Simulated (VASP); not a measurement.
Input of a VASP 6.6.1 run:

INCAR

```
SYSTEM = BeSe3
ALGO = Normal
EDIFF = 1E-6
ENCUT = 520
GGA = PE
ISIF = 2
ISMEAR = 0
LASPH = .True.
LCHARG = .False.
LREAL = .False.
LWAVE = .False.
NBANDS = 30
NELM = 60
PREC = Accurate
SIGMA = 0.1
```

KPOINTS

```
k-points
0
Gamma
  4 4 2
  0 0 0
```

POSCAR

```
BeSe3
1.0
    5.2203964251      0.0000000000      0.0000000000
    0.0000000000      5.2203964251      0.0000000000
    0.0000000000      0.0000000000      7.6112479369
Be Se
2 6
Direct
    0.0000000000      0.0000000000      0.0000000000
    0.5000000000      0.5000000000      1.0000000000
    0.2637019260      0.7637019260      0.8345546709
    0.7362980740      0.2362980740      0.8345546709
    0.2362980740      0.2637019260      0.1654453291
    0.7637019260      0.7362980740      0.1654453291
    0.5000000000      1.0000000000      0.3469840383
    0.0000000000      0.5000000000      0.6530159617
```

Potentials or basis: VASP PAW PBE potentials, release 64 (Be, Se).

The run is started by

```console
$ cat potpaw_PBE.64/Be/POTCAR potpaw_PBE.64/Se/POTCAR > POTCAR
$ mpirun -np 1 vasp_std > vasp.out
```

Problem. Estimate the pressure.

Solution. 0.1 GPa.

Problem. What does it give for the band gap on the k mesh?

Solution. 0.68 eV.

Problem. What does it give for the largest force?

Solution. 0.022 eV/Å.

Forces on the atoms (eV/Å):
```
Be   0.000  0.000  0.000
Be   0.000  0.000  0.000
Se   0.010  0.010 -0.002
Se  -0.010 -0.010 -0.002
Se  -0.010  0.010  0.002
Se   0.010 -0.010  0.002
Se   0.000  0.000  0.022
Se   0.000  0.000 -0.022
```

Caveat: semilocal functionals underestimate gaps, and a narrow one can read as zero. A k mesh can miss the band edges.
